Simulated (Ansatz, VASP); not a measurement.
**Al3GaAs4 in VASP and in Ansatz**

INCAR

```
PREC = Accurate
ENCUT = 500
EDIFF = 1E-6
ISMEAR = -1
SIGMA = 0.02
LREAL = False
LASPH = True
NELM = 200
ALGO = Normal
ISIF = 2
LWAVE = False
LCHARG = True
MAGMOM = 0 0 0 0 0 0 0 0 0 0 0 0 0 0 0 0 0 0 0 0 0 0 0 0
LORBIT = 11
LSORBIT = True
GGA_COMPAT = False
LORBMOM = True
GGA = PE
LVHAR = True
NBANDS = 60
KPAR = 4
```

Contents of KPOINTS:

```
Automatic mesh
0
Gamma
  8 8 8
```

The input POSCAR:

```
Al3GaAs4
1.0
    2.0073476998      1.1589427348     13.0983209234
   -2.0073476998      1.1589427348     13.0983209234
    0.0000000000     -2.3178854696     13.0983209234
Al Ga As
3 1 4
Direct
    0.9999776595     -0.0000223405     -0.0000223405
    0.2499703433      0.2499703433      0.2499703433
    0.4998457237      0.4998457237      0.4998457237
    0.7501025219      0.7501025219      0.7501025219
    0.3125559839      0.3125559839      0.3125559839
    0.5624704735      0.5624704735      0.5624704735
    0.8125900300      0.8125900300      0.8125900300
    0.0624872642      0.0624872642      0.0624872642
```

Input for Ansatz:

```yaml
crystal:
  lattice:
    - [2.0073476998, 1.1589427348, 13.0983209234]
    - [-2.0073476998, 1.1589427348, 13.0983209234]
    - [0.0, -2.3178854696, 13.0983209234]
  atoms:
    - { symbol: Al, position: [0.9999776595, -2.23405e-05, -2.23405e-05] }
    - { symbol: Al, position: [0.2499703433, 0.2499703433, 0.2499703433] }
    - { symbol: Al, position: [0.4998457237, 0.4998457237, 0.4998457237] }
    - { symbol: Ga, position: [0.7501025219, 0.7501025219, 0.7501025219] }
    - { symbol: As, position: [0.3125559839, 0.3125559839, 0.3125559839] }
    - { symbol: As, position: [0.5624704735, 0.5624704735, 0.5624704735] }
    - { symbol: As, position: [0.81259003, 0.81259003, 0.81259003] }
    - { symbol: As, position: [0.0624872642, 0.0624872642, 0.0624872642] }
kpoints:
  mp_grid: { grid: [8, 8, 8] }
  band_path:
    path:
      - [0.0, 0.0, 0.0]
      - [-0.5, -0.5, -0.5]
      - [-0.5, -0.1718858367, -0.8281141633]
      - [-0.1718858367, 0.1718858367, -0.5]
      - [0.0, 0.0, -0.5]
      - [0.0, 0.3359429183, -0.3359429183]
      - [-0.3359429183, 0.0, -0.6640570817]
      - [-0.5, 0.0, -0.5]
    npoints: 1
hamiltonian:
  xc: pbe
scf:
  occupations: { method: fermi_dirac, width: 0.02 }
  n_extra_bands: 12
magnetization:
  noncollinear: true
  spin_orbit: true
output:
  forces: true
  stress: true
  eigenvalues: true
  write_density: true
  write_potential: true
  elf: true
  volumetric_format: npy
```

Alike in both runs: task single point; functional PBE; k mesh 8 × 8 × 8; occupations fermi-dirac, width 0.02 eV; non-collinear spin, spin-orbit coupling.

```csv
,VASP,Ansatz
version,VASP 6.6.1,Ansatz 0.2.0
potentials or method,"VASP PAW PBE potentials, release 64 (Al, Ga_d, As)","plane waves, PAW"
plane-wave cutoff (eV),500,420
valence electrons in the cell,42,82
```

```tsv
	VASP	Ansatz	Ansatz less VASP
pressure (GPa)	2.3	2.1	-0.18
rms of the force components (eV/Å)	0.016	0.015	-0.0008
```

Atom by atom the forces differ by 0.001 eV/Å (rms over components). VASP's potentials hold 42 valence electrons a cell and Ansatz's 82, so a difference there can come from the potentials and not from the codes.
